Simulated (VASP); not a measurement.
W:

```
W
1.0
    -1.55004    1.55004    1.55004
     1.55004   -1.55004    1.55004
     1.55004    1.55004   -1.55004
W
1
Direct
  0.00000 0.00000 0.00000
```

This cell differs from its parent crystal: volume scaled by 0.94.

Base run:

- Program: VASP 6.6.1
- Functional: PBEsol
- Potentials or basis: VASP PAW PBE potentials, release 64 (W_sv)
- Cutoff: 520 eV
- k mesh: 12 × 12 × 12
- Occupations: fermi-dirac, width 0.05 eV
- Spin: no spin polarisation

Its results: band gap on the k mesh zero (band 7 reaches 17.85 eV, above the bottom of band 8 at 10.86 eV); pressure 19.3 GPa.

Problem. The run is repeated on the same cell with these changes: functional from PBEsol to r2SCAN. What comes out?

Solution. Band gap on the k mesh zero (band 7 reaches 18.03 eV, above the bottom of band 8 at 10.82 eV); pressure 25.7 GPa.

Caveats: the PAW data sets were made with another functional, which shifts forces and pressure a little; spin-orbit coupling is left out, which moves the levels of the heavy elements.
